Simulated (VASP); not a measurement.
Write the native input for VASP 6.6.1 that does the following.

| Quantity | Value |
| --- | --- |
| Task | relaxation of cell and atoms |
| Functional | RPBE |
| Potentials or basis | VASP PAW PBE potentials, release 64 (Se) |
| Cutoff | 600 eV |
| k mesh | 5 × 5 × 4 |
| Occupations | fermi-dirac, width 0.05 eV |
| Spin | no spin polarisation |
| Dipole correction | no |
| Further INCAR settings | ALGO = Normal; EDIFF = 1e-06; IBRION = 2; EDIFFG = -0.01; NSW = 80; ISIF = 3 |

The structure of Se lies in POSCAR:

```
Se
1.0
    4.3661999489      0.0000000000      0.0000000000
   -2.1830999745      3.7812400738      0.0000000000
    0.0000000000      0.0000000000      4.9536000000
Se
3
Direct
    0.2254000000      0.0000000000      0.3333333333
    0.0000000000      0.2254000000      0.6666666667
    0.7746000000      0.7746000000      0.0000000000
```

The input as run:

INCAR

```
SYSTEM = Se
ALGO = Normal ; EDIFF = 1E-6
EDIFFG = -0.01 ; ENCUT = 600
GGA = RP ; IBRION = 2
ISIF = 3 ; ISMEAR = -1
LASPH = .TRUE. ; LCHARG = .FALSE.
LREAL = .FALSE. ; LWAVE = .FALSE.
NELM = 80 ; NSW = 80
PREC = Accurate ; SIGMA = 0.05
```

KPOINTS

```
k-points
0
G
  5 5 4
  0 0 0
```

Potentials or basis: VASP PAW PBE potentials, release 64 (Se).

Run with:

```console
$ cat potpaw_PBE.64/Se/POTCAR > POTCAR
$ mpirun -np 1 vasp_std > vasp.out
```

Results of the run:

| Quantity | Value |
| --- | --- |
| Relaxed volume | 52.82 Å³/atom |
| Relaxed cell | a = 6.051 Å, b = 6.051 Å, c = 4.998 Å, α = 90.00°, β = 90.00°, γ = 120.00° |
| Space group after relaxing (to 0.1 Å) | P3_121 (No. 152) |
| Energy gained by relaxing | 114.5 meV/atom |
| Ionic steps | 21 |
| Pressure after relaxing | 0.0 GPa |
| Largest force after relaxing | 0.006 eV/Å |
| Band gap on the k mesh | 1.89 eV (least direct gap 1.97 eV) |

Caveat: the volume moved by over 15 % at a fixed basis, so the end points are rough; the PAW data sets were made with another functional, which shifts forces and pressure a little; this functional lacks dispersion, which binds layers or chains, so the pressure and a relaxed spacing across them are unreliable.

It took 3.9 min on 1 thread of Intel(R) Xeon(R) Platinum 8259CL CPU @ 2.50GHz (Skylake/Cascade Lake), with other jobs on the host, peak memory 0.22 GiB.
